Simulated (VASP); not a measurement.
# InPd (Fm-3m) in VASP: notebook

InPd is run at these levels: PBEsol; tasks: single point, relaxation of cell and atoms.

Everything below comes from runs of VASP 6.6.1. Logs are shortened: lines on timing, memory, paths and dates and some standing lists are left out, and cuts for length are marked.

## Step 1: The cell of the first run

It takes space group Fm-3m (No. 225, cubic). Conventional cell: a = 5.309 Å, b = 5.309 Å, c = 5.309 Å, α = 90.00°, β = 90.00°, γ = 90.00°. In (site symmetry m-3m) has 6 Pd at 2.65 Å within 3.5 Å. Pd (site symmetry m-3m) has 6 In at 2.65 Å within 3.5 Å.

## Step 2: Single point, PBEsol

INCAR reads:

```
SYSTEM = InPd
  PREC = Accurate
  ENCUT = 500
  EDIFF = 1E-6
  ISMEAR = 1
  SIGMA = 0.1
  LREAL = .FALSE.
  LASPH = .TRUE.
  NELM = 120
  ALGO = Normal
  ISIF = 2
  LWAVE = .FALSE.
  LCHARG = .TRUE.
  GGA = PS
  LELF = .TRUE.
  LVHAR = .TRUE.
  NBANDS = 18
  GGA_COMPAT = .FALSE.
```

KPOINTS reads:

```
regular mesh
0
G
  7 7 7
  0 0 0
```

POSCAR reads:

```
InPd
1.0
    0.0000000000      2.6545329928      2.6545329928
    2.6545329928      0.0000000000      2.6545329928
    2.6545329928      2.6545329928      0.0000000000
In Pd
1 1
Direct
    0.0000000000      0.0000000000      0.0000000000
    0.5000000000      0.5000000000      0.5000000000
```

Potentials or basis: VASP PAW PBE potentials, release 64 (In_d, Pd).

Started as:

```console
cat potpaw_PBE.64/In_d/POTCAR potpaw_PBE.64/Pd/POTCAR > POTCAR
mpirun -np 1 vasp_std > vasp.out
```

OUTCAR:

```text
SYSTEM = InPd
   PREC = Accurate
   ENCUT = 500
   EDIFF = 1E-6
   ISMEAR = 1
   LREAL = .FALSE.
   LASPH = .TRUE.
   NELM = 120
   ISIF = 2
   GGA = PS

 ion  position               nearest neighbor table
   1  0.000  0.000  0.000-   2 2.65   2 2.65   2 2.65   2 2.65   2 2.65   2 2.65
   2  0.500  0.500  0.500-   1 2.65   1 2.65   1 2.65   1 2.65   1 2.65   1 2.65

  LATTYP: Found a face centered cubic cell.
 ALAT       =     5.3090659856

  Lattice vectors:

 A1 = (   0.0000000000,   2.6545329928,   2.6545329928)
 A2 = (   2.6545329928,   0.0000000000,   2.6545329928)
 A3 = (   2.6545329928,   2.6545329928,   0.0000000000)

Analysis of symmetry for initial positions (statically):
=====================================================================
 Subroutine PRICEL returns:
 Original cell was already a primitive cell.

 Routine SETGRP: Setting up the symmetry group for a
 face centered cubic supercell.

 Subroutine GETGRP returns: Found 48 space group operations
 (whereof 48 operations were pure point group operations)
 out of a pool of 48 trial point group operations.

The static configuration has the point symmetry O_h .

Analysis of symmetry for dynamics (positions and initial velocities):
=====================================================================
 Subroutine PRICEL returns:
 Original cell was already a primitive cell.

 Routine SETGRP: Setting up the symmetry group for a
 face centered cubic supercell.

 Subroutine GETGRP returns: Found 48 space group operations
 (whereof 48 operations were pure point group operations)
 out of a pool of 48 trial point group operations.

The dynamic configuration has the point symmetry O_h .

 Subroutine INISYM returns: Found 48 space group operations
 (whereof 48 operations are pure point group operations),
 and found     1 'primitive' translations

----------------------------------------------------------------------------------------

                                     Primitive cell

  volume of cell :      37.4106

  direct lattice vectors                    reciprocal lattice vectors
     0.000000000  2.654532993  2.654532993    -0.188357049  0.188357049  0.188357049
     2.654532993  0.000000000  2.654532993     0.188357049 -0.188357049  0.188357049
     2.654532993  2.654532993  0.000000000     0.188357049  0.188357049 -0.188357049

  length of vectors
     3.754076560  3.754076560  3.754076560     0.326243978  0.326243978  0.326243978

  position of ions in fractional coordinates (direct lattice)
     0.000000000  0.000000000  0.000000000
     0.500000000  0.500000000  0.500000000

  ion indices of the primitive-cell ions
   primitive index   ion index
                 1           1
                 2           2

----------------------------------------------------------------------------------------

 KPOINTS: regular mesh

Automatic generation of k-mesh.
 Grid dimensions read from file:
 generate k-points for:    7    7    7

 Generating k-lattice:

  Cartesian coordinates                     Fractional coordinates (reciprocal lattice)
    -0.026908150  0.026908150  0.026908150     0.142857143  0.000000000  0.000000000
     0.026908150 -0.026908150  0.026908150     0.000000000  0.142857143  0.000000000
     0.026908150  0.026908150 -0.026908150     0.000000000  0.000000000  0.142857143

  Length of vectors
     0.046606283  0.046606283  0.046606283

  Shift w.r.t. Gamma in fractional coordinates (k-lattice)
     0.000000000  0.000000000  0.000000000

 Subroutine IBZKPT returns following result:
 ===========================================

 Found     20 irreducible k-points:

 Following reciprocal coordinates:
            Coordinates               Weight
  0.000000  0.000000  0.000000      1.000000
  0.142857  0.000000  0.000000      8.000000
  0.285714  0.000000  0.000000      8.000000
  0.428571  0.000000  0.000000      8.000000
  0.142857  0.142857  0.000000      6.000000
  0.285714  0.142857  0.000000     24.000000
[... 12 lines left out ...]
 -0.428571  0.428571  0.142857     24.000000
 -0.285714  0.428571  0.142857     24.000000
   k-points           NKPTS =     20   k-points in BZ     NKDIM =     20   number of bands    NBANDS=     18
   number of dos      NEDOS =    301   number of ions     NIONS =      2
   total plane-waves  NPLWV =  21952
   dimension x,y,z NGX =    28 NGY =   28 NGZ =   28
   dimension x,y,z NGXF=    56 NGYF=   56 NGZF=   56
   ions per type =               1   1
   NGX,Y,Z   is equivalent  to a cutoff of  12.40, 12.40, 12.40 a.u.
   NGXF,Y,Z  is equivalent  to a cutoff of  24.80, 24.80, 24.80 a.u.
 SYSTEM =  InPd
   PREC   = accura    normal or accurate (medium, high low for compatibility)
   ISTART =      0    job   : 0-new  1-cont  2-samecut
   ICHARG =      2    charge: 1-file 2-atom 10-const
   ISPIN  =      1    spin polarized calculation?
   LNONCOLLINEAR =      F non collinear calculations
   LSORBIT =      F    spin-orbit coupling
   LASPH  =      T    aspherical Exc in radial PAW
   ENCUT  =  500.0 eV  36.75 Ry    6.06 a.u.   6.84  6.84  6.84*2*pi/ulx,y,z
   NELM   =    120;   NELMIN=  2; NELMDL= -5     # of ELM steps
   EDIFF  = 0.1E-05   stopping-criterion for ELM
   LREAL  =      F    real-space projection
   EDIFFG = 0.1E-04   stopping-criterion for IOM
   NSW    =      0    number of steps for IOM
   IBRION =     -1    ionic relax: 0-MD 1-quasi-New 2-CG
   NFREE  =      0    steps in history (QN), initial steepest desc. (CG)
   ISIF   =      2    stress and relaxation
   ISYM   =      2    0-nonsym 1-usesym 2-fastsym
   POTIM  = 0.5000    time-step for ionic-motion
   TEBEG  =    0.0;   TEEND  =   0.0 temperature during run
   PSTRESS=    0.0 pullay stress
   NELECT =      23.0000    total number of electrons
   NUPDOWN=      -1.0000    fix difference up-down
   EMIN   =  10.00;   EMAX   =-10.00  energy-range for DOS
   EFERMI =   0.00;   METHOD = LEGACY
   ISMEAR =     1;   SIGMA  =   0.10  broadening in eV -4-tet -1-fermi 0-gaus
   EFERMI_NEDOS =   21; number of points for ismear=-14 and -15
   IALGO  =     38    algorithm
   IMIX   =      4    mixing-type and parameters
     AMIX     =   0.40;   BMIX     =  1.00
     AMIX_MAG =   1.60;   BMIX_MAG =  1.00
  volume/ion in A,a.u.               =      18.71       126.23
  Fermi-wavevector in a.u.,A,eV,Ry     =   1.392043  2.630580 26.365148  1.937784
  Thomas-Fermi vector in A             =   2.515824
   LORBIT       =      0    0 simple, 1 ext, 2 COOP (PROOUT), +10 PAW based schemes
   GGA     = PS    functional components
   LHFCALC =     F    Hartree Fock is set to
   AEXX    =    0.0000 exact exchange contribution
   IVDW    =     0    specifies the selected vdW correction
   LEPSILON=     F    determine dielectric tensor
   LRPA    =     F    only Hartree local field effects (RPA)
 non-spin polarized calculation
 Methfessel and Paxton  Order N= 1 SIGMA  =   0.10
  energy-cutoff  :      500.00
  volume of cell :       37.41
 maximum number of plane-waves:       966
   NGX = 13   NGY = 13   NGZ = 13

 number of electron      22.9999992 magnetization

 Free energy of the ion-electron system (eV)
  ---------------------------------------------------
  ext. energy  EPLUGINS =         0.00000000
  ---------------------------------------------------
  free energy    TOTEN  =        -9.42651919 eV

  energy without entropy =       -9.42631102  energy(sigma->0) =       -9.42644980

 E-fermi :   9.5792     XC(G=0): -11.9384

 val. band max:        9.5747638335   @ k =  -0.4286   0.4286   0.0000
 cond. band min:       9.6425287058   @ k =  -0.2857   0.4286   0.1429
 fundamental gap:      0.0677648724
 Fermi energy:         9.5791841861

 k-point     1 :       0.0000    0.0000    0.0000
  band No.  band energies     occupation
      1      -5.3205      2.00000
      2      -5.3205      2.00000
      3      -5.1797      2.00000
      4      -5.1797      2.00000
      5      -5.1797      2.00000
      6      -0.1853      2.00000
[... 10 lines left out ...]
     17      22.0926      0.00000
     18      22.0939      0.00000

 k-point     2 :       0.1429    0.0000    0.0000
  band No.  band energies     occupation
      1      -5.2965      2.00000
      2      -5.2965      2.00000
      3      -5.1734      2.00000
      4      -5.1557      2.00000
      5      -5.1557      2.00000
      6       0.1815      2.00000
[... 10 lines left out ...]
     17      21.0463      0.00000
     18      21.0463      0.00000

 k-point     3 :       0.2857    0.0000    0.0000
  band No.  band energies     occupation
      1      -5.2488      2.00000
      2      -5.2488      2.00000
      3      -5.1600      2.00000
      4      -5.0934      2.00000
      5      -5.0934      2.00000
      6       1.2572      2.00000
[... 10 lines left out ...]
     17      19.3987      0.00000
     18      20.3925      0.00000

 k-point     4 :       0.4286    0.0000    0.0000
  band No.  band energies     occupation
      1      -5.2160      2.00000
      2      -5.2160      2.00000
      3      -5.1500      2.00000
      4      -5.0357      2.00000
      5      -5.0357      2.00000
      6       2.9121      2.00000
[... 10 lines left out ...]
     17      18.0077      0.00000
     18      20.4550      0.00000

 k-point     5 :       0.1429    0.1429    0.0000
  band No.  band energies     occupation
      1      -5.3042      2.00000
      2      -5.2812      2.00000
      3      -5.1990      2.00000
      4      -5.1362      2.00000
      5      -5.1362      2.00000
      6       0.3008      2.00000
[... 10 lines left out ...]
     17      22.0108      0.00000
     18      22.0108      0.00000

 k-point     6 :       0.2857    0.1429    0.0000
  band No.  band energies     occupation
      1      -5.2727      2.00000
      2      -5.2504      2.00000
      3      -5.1960      2.00000
      4      -5.0945      2.00000
      5      -5.0835      2.00000
      6       1.1205      2.00000
[... 10 lines left out ...]
     17      21.6177      0.00000
     18      21.7765      0.00000

 k-point     7 :       0.4286    0.1429    0.0000
  band No.  band energies     occupation
      1      -5.2332      2.00000
      2      -5.2280      2.00000
      3      -5.1589      2.00000
      4      -5.0624      2.00000
      5      -5.0328      2.00000
      6       2.5052      2.00000
[... 10 lines left out ...]
     17      20.7870      0.00000
     18      21.7804      0.00000

 k-point     8 :      -0.4286    0.1429    0.0000
  band No.  band energies     occupation
      1      -5.2384      2.00000
      2      -5.1987      2.00000
      3      -5.1348      2.00000
      4      -5.0505      2.00000
      5      -5.0288      2.00000
      6       3.5351      2.00000
[... 10 lines left out ...]
     17      19.9918      0.00000
     18      22.7325      0.00000
[... 145 lines left out ...]
     17      24.9748      0.00000
     18      26.2382      0.00000

 k-point    16 :      -0.4286    0.4286    0.0000
  band No.  band energies     occupation
      1      -5.3281      2.00000
      2      -5.2504      2.00000
      3      -5.2207      2.00000
      4      -4.9943      2.00000
      5      -4.9827      2.00000
      6       2.8734      2.00000
[... 10 lines left out ...]
     17      24.4675      0.00000
     18      25.4297      0.00000

 k-point    17 :       0.4286    0.2857    0.1429
  band No.  band energies     occupation
      1      -5.2702      2.00000
      2      -5.2199      2.00000
      3      -5.1916      2.00000
      4      -5.0553      2.00000
      5      -5.0506      2.00000
      6       2.0563      2.00000
[... 10 lines left out ...]
     17      20.2201      0.00000
     18      23.6900      0.00000

 k-point    18 :      -0.4286    0.2857    0.1429
  band No.  band energies     occupation
      1      -5.2723      2.00000
      2      -5.1964      2.00000
      3      -5.1420      2.00000
      4      -5.0740      2.00000
      5      -5.0135      2.00000
      6       3.1740      2.00000
[... 10 lines left out ...]
     17      21.4468      0.00000
     18      23.7666      0.00000

 k-point    19 :      -0.4286    0.4286    0.1429
  band No.  band energies     occupation
      1      -5.3095      2.00000
      2      -5.2176      2.00000
      3      -5.2108      2.00000
      4      -5.0313      2.00000
      5      -4.9838      2.00000
      6       2.9437      2.00000
[... 10 lines left out ...]
     17      22.3347      0.00000
     18      24.9091      0.00000

 k-point    20 :      -0.2857    0.4286    0.1429
  band No.  band energies     occupation
      1      -5.3057      2.00000
      2      -5.1890      2.00000
      3      -5.1465      2.00000
      4      -5.0882      2.00000
      5      -4.9849      2.00000
      6       3.2691      2.00000
[... 10 lines left out ...]
     17      21.6670      0.00000
     18      21.8738      0.00000

------------------------ aborting loop because EDIFF is reached ----------------------------------------

  FORCE on cell =-STRESS in cart. coord.  units (eV):
  Direction    XX          YY          ZZ          XY          YZ          ZX
  --------------------------------------------------------------------------------------
  -------------------------------------------------------------------------------------
  Total        1.2277047      1.2277047      1.2277047     -0.0000000     -0.0000000      0.0000000
  in kB       52.5787356     52.5787356     52.5787356     -0.0000000     -0.0000000      0.0000000
  external PRESSURE =      52.5787356 kB  Pullay stress =       0.0000000 kB

 VOLUME and BASIS-vectors are now :
 -----------------------------------------------------------------------------
  energy-cutoff  :      500.00
  volume of cell :       37.41
      direct lattice vectors                 reciprocal lattice vectors
     0.000000000  2.654532993  2.654532993    -0.188357049  0.188357049  0.188357049
     2.654532993  0.000000000  2.654532993     0.188357049 -0.188357049  0.188357049
     2.654532993  2.654532993  0.000000000     0.188357049  0.188357049 -0.188357049

 POSITION                                       TOTAL-FORCE (eV/Angst)
 -----------------------------------------------------------------------------------
      0.00000      0.00000      0.00000        -0.000000      0.000000     -0.000000
      2.65453      2.65453      2.65453         0.000000      0.000000      0.000000
 -----------------------------------------------------------------------------------
    total drift:                                0.000000      0.000000      0.000000

  FREE ENERGIE OF THE ION-ELECTRON SYSTEM (eV)
  ---------------------------------------------------
  free  energy   TOTEN  =        -9.4265191861 eV

  energy  without entropy=       -9.4263110220  energy(sigma->0) =       -9.42644980
```

Run time: 16 s. Hardware: 1 thread of AMD EPYC 7R43 (Zen 3), shared host; peak memory 0.12 GiB.

Results:

```yaml
Free_energy: -9.4265 eV
Pressure: 5.3 GPa
Band_gap_on_the_k_mesh: zero (an odd number of electrons rules out a gap without spin polarisation)
```

Levels at points of the mesh, in eV from the Fermi level:
| k point | band 8 | band 9 | band 10 | band 11 | band 12 | band 13 | band 14 | band 15 |
| --- | --- | --- | --- | --- | --- | --- | --- | --- |
| (0.00, 0.00, 0.00) | -3.37 | -3.37 | -3.03 | -3.03 | 5.58 | 5.58 | 5.58 | 8.44 |

Caveat: the cell stands under pressure; the PAW data sets were made with another functional, which shifts forces and pressure a little; spin-orbit coupling is left out, which moves the levels of the heavy elements.

[end of part 1 of 2]
